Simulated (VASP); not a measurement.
# TiPdSe4 (I422) in VASP: single point with PBE

Aim: the single point of TiPdSe4 with PBE.

Program: VASP 6.6.1. These are calculated values, not measurements. Logs are shortened: lines on timing, memory, paths and dates and some standing lists are left out, and cuts for length are marked.

**1. The cell of the first run**

It takes space group I422 (No. 97, tetragonal). The conventional cell has a = 6.063 Å, b = 6.063 Å, c = 6.168 Å, α = 90.00°, β = 90.00°, γ = 90.00°. Ti (site symmetry 422) has 8 Se at 2.74 Å and 2 Pd at 3.08 Å within 3.6 Å. Within 3.6 Å of Pd (site symmetry 422) lie 8 Se at 2.74 Å and 2 Ti at 3.08 Å. Se (site symmetry 2) has 2 Ti at 2.74 Å and 2 Pd at 2.74 Å and 7 Se at 2.83 to 3.41 Å within 3.6 Å.

**2. Single point, PBE, collinear spin, ferromagnetic start**

Input file INCAR:

```
SYSTEM = TiPdSe4
PREC = Accurate
ENCUT = 520
EDIFF = 1E-6
ISMEAR = 0
SIGMA = 0.15
LREAL = .False.
LASPH = .True.
NELM = 150
ALGO = Normal
ISIF = 2
LWAVE = .False.
LCHARG = .False.
ISPIN = 2
MAGMOM = 1 0 0 0 0 0
LORBIT = 11
LMAXMIX = 4
GGA = PE
NBANDS = 36
```

Input file KPOINTS:

```
Automatic mesh
0
Gamma
  3 3 3
  0 0 0
```

Input file POSCAR:

```
TiPdSe4
1.0
   -3.0314533971      3.0314533971      3.0840163593
    3.0314533971     -3.0314533971      3.0840163593
    3.0314533971      3.0314533971     -3.0840163593
Ti Pd Se
1 1 4
Direct
    0.5000000000      0.5000000000      0.0000000000
    0.0000000000      0.0000000000      0.0000000000
    0.4151594409      0.9151594409      0.8303188818
    0.0848405591      0.5848405591      0.1696811182
    0.5848405591      0.4151594409      0.5000000000
    0.9151594409      0.0848405591      0.5000000000
```

Potentials or basis: VASP PAW PBE potentials, release 64 (Ti_sv, Pd, Se).

On the command line:

```sh
cat potpaw_PBE.64/Ti_sv/POTCAR potpaw_PBE.64/Pd/POTCAR potpaw_PBE.64/Se/POTCAR > POTCAR
mpirun -np 1 vasp_std > vasp.out
```

OUTCAR:

```text
SYSTEM = TiPdSe4
   PREC = Accurate
   ENCUT = 520
   EDIFF = 1E-6
   ISMEAR = 0
   LREAL = .False.
   LASPH = .True.
   NELM = 150
   ISIF = 2
   ISPIN = 2
   LORBIT = 11
   GGA = PE

 ion  position               nearest neighbor table
   1  0.500  0.500  0.000-   4 2.74   6 2.74   3 2.74   4 2.74   5 2.74   5 2.74   3 2.74   6 2.74
                             2 3.08   2 3.08
   2  0.000  0.000  0.000-   5 2.74   4 2.74   3 2.74   4 2.74   6 2.74   6 2.74   5 2.74   3 2.74
                             1 3.08   1 3.08
   3  0.415  0.915  0.830-   2 2.74   1 2.74   1 2.74   2 2.74
   4  0.085  0.585  0.170-   1 2.74   2 2.74   2 2.74   1 2.74
   5  0.585  0.415  0.500-   2 2.74   1 2.74   1 2.74   2 2.74
   6  0.915  0.085  0.500-   1 2.74   2 2.74   2 2.74   1 2.74

  LATTYP: Found a body centered tetragonal cell.
 ALAT       =     6.0629067942
 C/A-ratio  =     1.0173391952

  Lattice vectors:

 A1 = (  -3.0314533971,   3.0314533971,   3.0840163593)
 A2 = (   3.0314533971,  -3.0314533971,   3.0840163593)
 A3 = (   3.0314533971,   3.0314533971,  -3.0840163593)

Analysis of symmetry for initial positions (statically):
=====================================================================
 Subroutine PRICEL returns:
 Original cell was already a primitive cell.

 Routine SETGRP: Setting up the symmetry group for a
 body centered tetragonal supercell.

 Subroutine GETGRP returns: Found  8 space group operations
 (whereof  8 operations were pure point group operations)
 out of a pool of 16 trial point group operations.

The static configuration has the point symmetry D_4 .

Analysis of symmetry for dynamics (positions and initial velocities):
=====================================================================
 Subroutine PRICEL returns:
 Original cell was already a primitive cell.

 Routine SETGRP: Setting up the symmetry group for a
 body centered tetragonal supercell.

 Subroutine GETGRP returns: Found  8 space group operations
 (whereof  8 operations were pure point group operations)
 out of a pool of 16 trial point group operations.

The dynamic configuration has the point symmetry D_4 .

Analysis of structural, dynamic, and magnetic symmetry:
=====================================================================
 Subroutine PRICEL returns:
 Original cell was already a primitive cell.

 Routine SETGRP: Setting up the symmetry group for a
 body centered tetragonal supercell.

 Subroutine GETGRP returns: Found  8 space group operations
 (whereof  8 operations were pure point group operations)
 out of a pool of 16 trial point group operations.

The overall configuration has the point symmetry D_4 .

 Subroutine INISYM returns: Found  8 space group operations
 (whereof  8 operations are pure point group operations),
 and found     1 'primitive' translations

----------------------------------------------------------------------------------------

                                     Primitive cell

  volume of cell :     113.3649

  direct lattice vectors                    reciprocal lattice vectors
    -3.031453397  3.031453397  3.084016359     0.000000000  0.164937386  0.162126248
     3.031453397 -3.031453397  3.084016359     0.164937386  0.000000000  0.162126248
     3.031453397  3.031453397 -3.084016359     0.164937386  0.164937386  0.000000000

  length of vectors
     5.281152933  5.281152933  5.281152933     0.231277456  0.231277456  0.233256689

  position of ions in fractional coordinates (direct lattice)
     0.500000000  0.500000000  0.000000000
     0.000000000  0.000000000  0.000000000
     0.415159441  0.915159441  0.830318882
     0.084840559  0.584840559  0.169681118
     0.584840559  0.415159441  0.500000000
     0.915159441  0.084840559  0.500000000

  ion indices of the primitive-cell ions
   primitive index   ion index
                 1           1
                 2           2
                 3           3
                 4           4
                 5           5
                 6           6

----------------------------------------------------------------------------------------

 KPOINTS: Automatic mesh

Automatic generation of k-mesh.
 Grid dimensions read from file:
[... 28 lines left out ...]
   k-points           NKPTS =      6   k-points in BZ     NKDIM =      6   number of bands    NBANDS=     36
   number of dos      NEDOS =    301   number of ions     NIONS =      6
   total plane-waves  NPLWV =  64000
   dimension x,y,z NGX =    40 NGY =   40 NGZ =   40
   dimension x,y,z NGXF=    80 NGYF=   80 NGZF=   80
   ions per type =               1   1   4
   NGX,Y,Z   is equivalent  to a cutoff of  12.59, 12.59, 12.59 a.u.
   NGXF,Y,Z  is equivalent  to a cutoff of  25.18, 25.18, 25.18 a.u.
 SYSTEM =  TiPdSe4
   PREC   = accura    normal or accurate (medium, high low for compatibility)
   ISTART =      0    job   : 0-new  1-cont  2-samecut
   ICHARG =      2    charge: 1-file 2-atom 10-const
   ISPIN  =      2    spin polarized calculation?
   LNONCOLLINEAR =      F non collinear calculations
   LSORBIT =      F    spin-orbit coupling
   LASPH  =      T    aspherical Exc in radial PAW
   ENCUT  =  520.0 eV  38.22 Ry    6.18 a.u.   9.82  9.82  9.82*2*pi/ulx,y,z
   NELM   =    150;   NELMIN=  2; NELMDL= -5     # of ELM steps
   EDIFF  = 0.1E-05   stopping-criterion for ELM
   LREAL  =      F    real-space projection
   EDIFFG = 0.1E-04   stopping-criterion for IOM
   NSW    =      0    number of steps for IOM
   IBRION =     -1    ionic relax: 0-MD 1-quasi-New 2-CG
   NFREE  =      0    steps in history (QN), initial steepest desc. (CG)
   ISIF   =      2    stress and relaxation
   ISYM   =      2    0-nonsym 1-usesym 2-fastsym
   POTIM  = 0.5000    time-step for ionic-motion
   TEBEG  =    0.0;   TEEND  =   0.0 temperature during run
   PSTRESS=    0.0 pullay stress
   NELECT =      46.0000    total number of electrons
   NUPDOWN=      -1.0000    fix difference up-down
   EMIN   =  10.00;   EMAX   =-10.00  energy-range for DOS
   EFERMI =   0.00;   METHOD = LEGACY
   ISMEAR =     0;   SIGMA  =   0.15  broadening in eV -4-tet -1-fermi 0-gaus
   EFERMI_NEDOS =   21; number of points for ismear=-14 and -15
   IALGO  =     38    algorithm
   IMIX   =      4    mixing-type and parameters
     AMIX     =   0.40;   BMIX     =  1.00
     AMIX_MAG =   1.60;   BMIX_MAG =  1.00
  volume/ion in A,a.u.               =      18.89       127.50
  Fermi-wavevector in a.u.,A,eV,Ry     =   1.211996  2.290341 19.986074  1.468935
  Thomas-Fermi vector in A             =   2.347494
   LORBIT       =     11    0 simple, 1 ext, 2 COOP (PROOUT), +10 PAW based schemes
   GGA     = PE    functional components
   LHFCALC =     F    Hartree Fock is set to
   AEXX    =    0.0000 exact exchange contribution
   IVDW    =     0    specifies the selected vdW correction
   LEPSILON=     F    determine dielectric tensor
   LRPA    =     F    only Hartree local field effects (RPA)
 spin polarized calculation
 Gauss-broadening in eV      SIGMA  =   0.15
  energy-cutoff  :      520.00
  volume of cell :      113.36
 maximum number of plane-waves:      3077
   NGX = 19   NGY = 19   NGZ = 19

 number of electron      46.0000002 magnetization      -0.0004218

 number of electron      46.0000002 magnetization       0.0001072

 Free energy of the ion-electron system (eV)
  ---------------------------------------------------
  ext. energy  EPLUGINS =         0.00000000
  ---------------------------------------------------
  free energy    TOTEN  =       -28.93475838 eV

  energy without entropy =      -28.86850802  energy(sigma->0) =      -28.90163320

 E-fermi :   6.8857     XC(G=0): -10.9771

 val. band max:        6.8854871779   @ k =   0.3333   0.3333   0.0000
 cond. band min:       7.0128303794   @ k =  -0.3333  -0.3333   0.3333
 fundamental gap:      0.1273432016
 Fermi energy:         6.8856615837

 spin component 1

 k-point     1 :       0.0000    0.0000    0.0000
  band No.  band energies     occupation
      1     -51.0434      1.00000
      2     -27.3176      1.00000
      3     -27.2789      1.00000
      4     -27.2789      1.00000
      5      -8.5537      1.00000
      6      -5.9310      1.00000
[... 217 lines left out ...]
     34      13.5255      0.00000
     35      13.7424      0.00000
 Fermi energy:         6.8856615837

 spin component 2

 k-point     1 :       0.0000    0.0000    0.0000
  band No.  band energies     occupation
      1     -51.0433      1.00000
      2     -27.3175      1.00000
      3     -27.2788      1.00000
      4     -27.2788      1.00000
      5      -8.5537      1.00000
      6      -5.9310      1.00000
[... 217 lines left out ...]
     34      13.5255      0.00000
     35      13.7424      0.00000
 [bands above 35 left out]

------------------------ aborting loop because EDIFF is reached ----------------------------------------

  FORCE on cell =-STRESS in cart. coord.  units (eV):
  Direction    XX          YY          ZZ          XY          YZ          ZX
  --------------------------------------------------------------------------------------
  -------------------------------------------------------------------------------------
  Total        0.4886572      0.4886572      0.1265813      0.0000000     -0.0000000      0.0000000
  in kB        6.9061569      6.9061569      1.7889642      0.0000000     -0.0000000      0.0000000
  external PRESSURE =       5.2004260 kB  Pullay stress =       0.0000000 kB

 VOLUME and BASIS-vectors are now :
 -----------------------------------------------------------------------------
  energy-cutoff  :      520.00
  volume of cell :      113.36
      direct lattice vectors                 reciprocal lattice vectors
    -3.031453397  3.031453397  3.084016359     0.000000000  0.164937386  0.162126248
     3.031453397 -3.031453397  3.084016359     0.164937386  0.000000000  0.162126248
     3.031453397  3.031453397 -3.084016359     0.164937386  0.164937386  0.000000000

 POSITION                                       TOTAL-FORCE (eV/Angst)
 -----------------------------------------------------------------------------------
      0.00000      0.00000      3.08402         0.000000     -0.000000     -0.000000
      0.00000      0.00000      0.00000         0.000000      0.000000     -0.000000
      4.03280      1.00135      1.54201        -0.000933     -0.000933      0.000000
      2.03011     -1.00135      1.54201         0.000933      0.000933     -0.000000
      1.00135      2.03011      1.54201        -0.000933      0.000933      0.000000
     -1.00135      4.03280      1.54201         0.000933     -0.000933     -0.000000
 -----------------------------------------------------------------------------------
    total drift:                               -0.000000      0.000000      0.000000

  FREE ENERGIE OF THE ION-ELECTRON SYSTEM (eV)
  ---------------------------------------------------
  free  energy   TOTEN  =       -28.9347583783 eV

  energy  without entropy=      -28.8685080161  energy(sigma->0) =      -28.90163320

 total charge

# of ion       s       p       d       tot
------------------------------------------
    1        2.139   6.089   1.859  10.088
    2        0.401   0.439   8.509   9.348
    3        1.506   2.192   0.051   3.748
    4        1.506   2.192   0.051   3.748
    5        1.506   2.192   0.051   3.748
    6        1.506   2.192   0.051   3.748
--------------------------------------------------
tot          8.563  15.296  10.570  34.429

 magnetization (x)

# of ion       s       p       d       tot
------------------------------------------
    1       -0.000   0.000   0.000   0.000
    2       -0.000   0.000   0.000   0.000
    3        0.000   0.000   0.000   0.000
    4        0.000   0.000   0.000   0.000
    5        0.000   0.000   0.000   0.000
    6        0.000   0.000   0.000   0.000
--------------------------------------------------
tot          0.000   0.000   0.000   0.000
```

It took 75 s on 1 thread of AMD EPYC 9R45 (Zen 5), shared host; peak memory 0.26 GiB.

What came out:

```yaml
Free_energy: -28.9348 eV
Pressure: 0.5 GPa
Band_gap_on_the_k_mesh: zero (filled and empty bands overlap)
Net_moment: 0.00 μB per cell
Valence_electrons_inside_the_program's_atomic_spheres: Ti 10.09; Pd 9.35; Se 3.75
```

Levels at points of the mesh, in eV from the Fermi level:
Spin up:
| k point | band 19 | band 20 | band 21 | band 22 | band 23 | band 24 | band 25 | band 26 | band 27 | band 28 |
| --- | --- | --- | --- | --- | --- | --- | --- | --- | --- | --- |
| (0.00, 0.00, 0.00) | -2.34 | -2.34 | -2.28 | -0.76 | -0.20 | 0.39 | 0.57 | 0.57 | 1.08 | 1.56 |
Spin down:
```tsv
k point	band 21	band 22	band 23	band 24	band 25	band 26
(0.00, 0.00, 0.00)	-2.28	-0.76	-0.20	0.39	0.57	0.57
```

Caveat: the k points lie up to 0.49 Å⁻¹ apart.
